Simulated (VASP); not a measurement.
# TiRh3 (Pm-3m) in VASP: single point with LDA

Aim: the single point of TiRh3 with LDA.

Program: VASP 6.6.1. These are calculated values, not measurements. Logs are shortened: lines on timing, memory, paths and dates and some standing lists are left out, and cuts for length are marked.

**1. The cell of the first run**

It takes space group Pm-3m (No. 221, cubic). Conventional cell: a = 3.897 Å, b = 3.897 Å, c = 3.897 Å, α = 90.00°, β = 90.00°, γ = 90.00°. Ti (site symmetry m-3m) has 12 Rh at 2.76 Å within 3.6 Å. Rh (site symmetry 4/mmm) has 4 Ti at 2.76 Å and 8 Rh at 2.76 Å within 3.6 Å.

**2. Single point, LDA (14.80 Å³/atom)**

The input, INCAR:

```
ALGO = Normal
EDIFF = 1E-7
ENCUT = 520
GGA = CA
ISIF = 2
ISMEAR = -1
LASPH = True
LCHARG = False
LREAL = False
LWAVE = False
NBANDS = 36
NELM = 60
PREC = Accurate
SIGMA = 0.03
```

The input, KPOINTS:

```
k-points
0
Gamma
  10 10 10
```

The input, POSCAR:

```
TiRh3
1.0
    3.8969602073      0.0000000000      0.0000000000
    0.0000000000      3.8969602073      0.0000000000
    0.0000000000      0.0000000000      3.8969602073
Ti Rh
1 3
Direct
    0.0000000000      0.0000000000      0.0000000000
    0.0000000000      0.5000000000      0.5000000000
    0.5000000000      0.0000000000      0.5000000000
    0.5000000000      0.5000000000      0.0000000000
```

Potentials or basis: VASP PAW LDA potentials, release 64 (Ti_sv, Rh_pv).

The run is started by

```console
> cat potpaw_LDA.64/Ti_sv/POTCAR potpaw_LDA.64/Rh_pv/POTCAR > POTCAR
> mpirun -np 1 vasp_std > vasp.out
```

OUTCAR:

```text
EDIFF = 1E-7
   ENCUT = 520
   GGA = CA
   ISIF = 2
   ISMEAR = -1
   LASPH = True
   LREAL = False
   NELM = 60
   PREC = Accurate

 ion  position               nearest neighbor table
   1  0.000  0.000  0.000-   2 2.76   3 2.76   4 2.76   2 2.76   3 2.76   2 2.76   4 2.76   2 2.76
                             3 2.76   4 2.76   3 2.76   4 2.76
   2  0.000  0.500  0.500-   1 2.76   3 2.76   4 2.76   1 2.76   4 2.76   1 2.76   3 2.76   1 2.76
                             3 2.76   4 2.76   4 2.76   3 2.76
   3  0.500  0.000  0.500-   1 2.76   2 2.76   4 2.76   1 2.76   4 2.76   2 2.76   4 2.76   4 2.76
                             1 2.76   2 2.76   1 2.76   2 2.76
   4  0.500  0.500  0.000-   1 2.76   2 2.76   3 2.76   2 2.76   3 2.76   1 2.76   3 2.76   3 2.76
                             1 2.76   2 2.76   2 2.76   1 2.76

  LATTYP: Found a simple cubic cell.
 ALAT       =     3.8969602073

  Lattice vectors:

 A1 = (   3.8969602073,   0.0000000000,   0.0000000000)
 A2 = (   0.0000000000,   3.8969602073,   0.0000000000)
 A3 = (   0.0000000000,   0.0000000000,   3.8969602073)

Analysis of symmetry for initial positions (statically):
=====================================================================
 Subroutine PRICEL returns:
 Original cell was already a primitive cell.

 Routine SETGRP: Setting up the symmetry group for a
 simple cubic supercell.

 Subroutine GETGRP returns: Found 48 space group operations
 (whereof 48 operations were pure point group operations)
 out of a pool of 48 trial point group operations.

The static configuration has the point symmetry O_h .

Analysis of symmetry for dynamics (positions and initial velocities):
=====================================================================
 Subroutine PRICEL returns:
 Original cell was already a primitive cell.

 Routine SETGRP: Setting up the symmetry group for a
 simple cubic supercell.

 Subroutine GETGRP returns: Found 48 space group operations
 (whereof 48 operations were pure point group operations)
 out of a pool of 48 trial point group operations.

The dynamic configuration has the point symmetry O_h .

 Subroutine INISYM returns: Found 48 space group operations
 (whereof 48 operations are pure point group operations),
 and found     1 'primitive' translations

----------------------------------------------------------------------------------------

                                     Primitive cell

  volume of cell :      59.1804

  direct lattice vectors                    reciprocal lattice vectors
     3.896960207  0.000000000  0.000000000     0.256610267  0.000000000  0.000000000
     0.000000000  3.896960207  0.000000000     0.000000000  0.256610267  0.000000000
     0.000000000  0.000000000  3.896960207     0.000000000  0.000000000  0.256610267

  length of vectors
     3.896960207  3.896960207  3.896960207     0.256610267  0.256610267  0.256610267

  position of ions in fractional coordinates (direct lattice)
     0.000000000  0.000000000  0.000000000
     0.000000000  0.500000000  0.500000000
     0.500000000  0.000000000  0.500000000
     0.500000000  0.500000000  0.000000000

  ion indices of the primitive-cell ions
   primitive index   ion index
                 1           1
                 2           2
                 3           3
                 4           4

----------------------------------------------------------------------------------------

 KPOINTS: k-points

Automatic generation of k-mesh.
 Grid dimensions read from file:
 generate k-points for:   10   10   10

 Generating k-lattice:

  Cartesian coordinates                     Fractional coordinates (reciprocal lattice)
     0.025661027  0.000000000  0.000000000     0.100000000  0.000000000  0.000000000
     0.000000000  0.025661027  0.000000000     0.000000000  0.100000000  0.000000000
     0.000000000  0.000000000  0.025661027     0.000000000  0.000000000  0.100000000

  Length of vectors
     0.025661027  0.025661027  0.025661027

  Shift w.r.t. Gamma in fractional coordinates (k-lattice)
     0.000000000  0.000000000  0.000000000

 Subroutine IBZKPT returns following result:
 ===========================================

 Found     56 irreducible k-points:

 Following reciprocal coordinates:
            Coordinates               Weight
  0.000000  0.000000  0.000000      1.000000
  0.100000  0.000000  0.000000      6.000000
  0.200000  0.000000  0.000000      6.000000
  0.300000  0.000000  0.000000      6.000000
  0.400000  0.000000  0.000000      6.000000
  0.500000  0.000000  0.000000      3.000000
[... 16 lines left out ...]
  0.200000  0.100000  0.100000     24.000000
  0.300000  0.100000  0.100000     24.000000
 [... further k-points ...]
   k-points           NKPTS =     56   k-points in BZ     NKDIM =     56   number of bands    NBANDS=     36
   number of dos      NEDOS =    301   number of ions     NIONS =      4
   total plane-waves  NPLWV =  27000
   dimension x,y,z NGX =    30 NGY =   30 NGZ =   30
   dimension x,y,z NGXF=    60 NGYF=   60 NGZF=   60
   ions per type =               1   3
   NGX,Y,Z   is equivalent  to a cutoff of  12.80, 12.80, 12.80 a.u.
   NGXF,Y,Z  is equivalent  to a cutoff of  25.60, 25.60, 25.60 a.u.
 SYSTEM =  unknown system
   PREC   = accura    normal or accurate (medium, high low for compatibility)
   ISTART =      0    job   : 0-new  1-cont  2-samecut
   ICHARG =      2    charge: 1-file 2-atom 10-const
   ISPIN  =      1    spin polarized calculation?
   LNONCOLLINEAR =      F non collinear calculations
   LSORBIT =      F    spin-orbit coupling
   LASPH  =      T    aspherical Exc in radial PAW
   ENCUT  =  520.0 eV  38.22 Ry    6.18 a.u.   7.25  7.25  7.25*2*pi/ulx,y,z
   NELM   =     60;   NELMIN=  2; NELMDL= -5     # of ELM steps
   EDIFF  = 0.1E-06   stopping-criterion for ELM
   LREAL  =      F    real-space projection
   EDIFFG = 0.1E-05   stopping-criterion for IOM
   NSW    =      0    number of steps for IOM
   IBRION =     -1    ionic relax: 0-MD 1-quasi-New 2-CG
   NFREE  =      0    steps in history (QN), initial steepest desc. (CG)
   ISIF   =      2    stress and relaxation
   ISYM   =      2    0-nonsym 1-usesym 2-fastsym
   POTIM  = 0.5000    time-step for ionic-motion
   TEBEG  =    0.0;   TEEND  =   0.0 temperature during run
   PSTRESS=    0.0 pullay stress
   NELECT =      57.0000    total number of electrons
   NUPDOWN=      -1.0000    fix difference up-down
   EMIN   =  10.00;   EMAX   =-10.00  energy-range for DOS
   EFERMI =   0.00;   METHOD = LEGACY
   ISMEAR =    -1;   SIGMA  =   0.03  broadening in eV -4-tet -1-fermi 0-gaus
   EFERMI_NEDOS =   21; number of points for ismear=-14 and -15
   IALGO  =     38    algorithm
   IMIX   =      4    mixing-type and parameters
     AMIX     =   0.40;   BMIX     =  1.00
     AMIX_MAG =   1.60;   BMIX_MAG =  1.00
  volume/ion in A,a.u.               =      14.80        99.84
  Fermi-wavevector in a.u.,A,eV,Ry     =   1.616741  3.055198 35.563612  2.613852
  Thomas-Fermi vector in A             =   2.711279
   LORBIT       =      0    0 simple, 1 ext, 2 COOP (PROOUT), +10 PAW based schemes
   GGA     = CA    functional components
   LHFCALC =     F    Hartree Fock is set to
   AEXX    =    0.0000 exact exchange contribution
   IVDW    =     0    specifies the selected vdW correction
   LEPSILON=     F    determine dielectric tensor
   LRPA    =     F    only Hartree local field effects (RPA)
 non-spin polarized calculation
  energy-cutoff  :      520.00
  volume of cell :       59.18
 maximum number of plane-waves:      1628
 NGX is ok and might be reduce to    30
   NGX = 15   NGY = 15   NGZ = 15

 number of electron      57.0000017 magnetization

 Free energy of the ion-electron system (eV)
  ---------------------------------------------------
  ext. energy  EPLUGINS =         0.00000000
  ---------------------------------------------------
  free energy    TOTEN  =       -36.82606372 eV

  energy without entropy =      -36.81339431  energy(sigma->0) =      -36.81972901

 E-fermi :  10.0704     XC(G=0): -13.5596

 val. band max:       10.0644075861   @ k =   0.4000   0.2000   0.0000
 cond. band min:      10.0755764878   @ k =   0.3000   0.1000   0.0000
 fundamental gap:      0.0111689017
 Fermi energy:        10.0704325472

 k-point     1 :       0.0000    0.0000    0.0000
  band No.  band energies     occupation
      1     -46.2937      2.00000
      2     -36.0614      2.00000
      3     -36.0614      2.00000
      4     -36.0614      2.00000
      5     -35.8257      2.00000
      6     -35.8257      2.00000
[... 28 lines left out ...]
     35      13.5321      0.00000
     36      13.5321      0.00000

 k-point     2 :       0.1000    0.0000    0.0000
  band No.  band energies     occupation
      1     -46.2938      2.00000
      2     -36.0558      2.00000
      3     -36.0558      2.00000
      4     -36.0522      2.00000
      5     -35.8273      2.00000
      6     -35.8273      2.00000
[... 28 lines left out ...]
     35      13.1373      0.00000
     36      14.3788      0.00000

 k-point     3 :       0.2000    0.0000    0.0000
  band No.  band energies     occupation
      1     -46.2939      2.00000
      2     -36.0403      2.00000
      3     -36.0403      2.00000
      4     -36.0257      2.00000
      5     -35.8325      2.00000
      6     -35.8325      2.00000
[... 28 lines left out ...]
     35      13.1281      0.00000
     36      15.5941      0.00000
[... 742 lines left out ...]
 k-point    23 :       0.2000    0.1000    0.1000
  band No.  band energies     occupation
      1     -46.2939      2.00000
      2     -36.0587      2.00000
      3     -36.0167      2.00000
      4     -35.9989      2.00000
      5     -35.8521      2.00000
      6     -35.8406      2.00000
[... 28 lines left out ...]
     35      13.5070      0.00000
     36      15.3886      0.00000

 k-point    24 :       0.3000    0.1000    0.1000
  band No.  band energies     occupation
      1     -46.2940      2.00000
      2     -36.0418      2.00000
      3     -35.9950      2.00000
      4     -35.9620      2.00000
      5     -35.8701      2.00000
      6     -35.8475      2.00000
[... 28 lines left out ...]
     35      12.8705      0.00000
     36      16.5121      0.00000

 [... further k-points ...]

------------------------ aborting loop because EDIFF is reached ----------------------------------------

  FORCE on cell =-STRESS in cart. coord.  units (eV):
  Direction    XX          YY          ZZ          XY          YZ          ZX
  --------------------------------------------------------------------------------------
  -------------------------------------------------------------------------------------
  Total       -7.8220165     -7.8220165     -7.8220165     -0.0000000     -0.0000000      0.0000000
  in kB     -211.7636410   -211.7636410   -211.7636410     -0.0000000     -0.0000000      0.0000000
  external PRESSURE =    -211.7636410 kB  Pullay stress =       0.0000000 kB

 VOLUME and BASIS-vectors are now :
 -----------------------------------------------------------------------------
  energy-cutoff  :      520.00
  volume of cell :       59.18
      direct lattice vectors                 reciprocal lattice vectors
     3.896960207  0.000000000  0.000000000     0.256610267  0.000000000  0.000000000
     0.000000000  3.896960207  0.000000000     0.000000000  0.256610267  0.000000000
     0.000000000  0.000000000  3.896960207     0.000000000  0.000000000  0.256610267

 POSITION                                       TOTAL-FORCE (eV/Angst)
 -----------------------------------------------------------------------------------
      0.00000      0.00000      0.00000         0.000000      0.000000      0.000000
      0.00000      1.94848      1.94848         0.000000      0.000000      0.000000
      1.94848      0.00000      1.94848         0.000000      0.000000      0.000000
      1.94848      1.94848      0.00000         0.000000      0.000000      0.000000
 -----------------------------------------------------------------------------------
    total drift:                                0.000000      0.000000     -0.000000

  FREE ENERGIE OF THE ION-ELECTRON SYSTEM (eV)
  ---------------------------------------------------
  free  energy   TOTEN  =       -36.8260637201 eV

  energy  without entropy=      -36.8133943068  energy(sigma->0) =      -36.81972901
```

Wall time 3.5 min (1 thread of Intel Xeon 8259CL, shared host); peak memory 0.22 GiB.

Results:

```yaml
Free_energy: -36.8261 eV
Pressure: -21.2 GPa
Band_gap_on_the_k_mesh: zero (an odd number of electrons rules out a gap without spin polarisation)
```

Levels at points of the mesh, in eV from the Fermi level:
| k point | band 25 | band 26 | band 27 | band 28 | band 29 | band 30 | band 31 | band 32 | band 33 | band 34 |
| --- | --- | --- | --- | --- | --- | --- | --- | --- | --- | --- |
| (0.00, 0.00, 0.00) | -0.17 | 0.76 | 1.19 | 1.19 | 1.19 | 2.46 | 2.46 | 3.07 | 3.07 | 3.07 |
| (0.50, 0.00, 0.00) | -1.12 | -1.00 | -1.00 | -0.82 | 0.10 | 1.01 | 1.01 | 1.19 | 1.62 | 1.86 |
| (0.50, 0.50, 0.00) | -1.46 | -1.36 | -1.36 | -1.01 | -0.69 | -0.67 | 1.37 | 1.37 | 1.49 | 3.10 |
| (0.50, 0.50, 0.50) | -1.42 | 0.80 | 0.80 | 0.80 | 1.06 | 1.08 | 1.08 | 1.08 | 2.34 | 2.34 |

Caveat: the cell stands under tension.
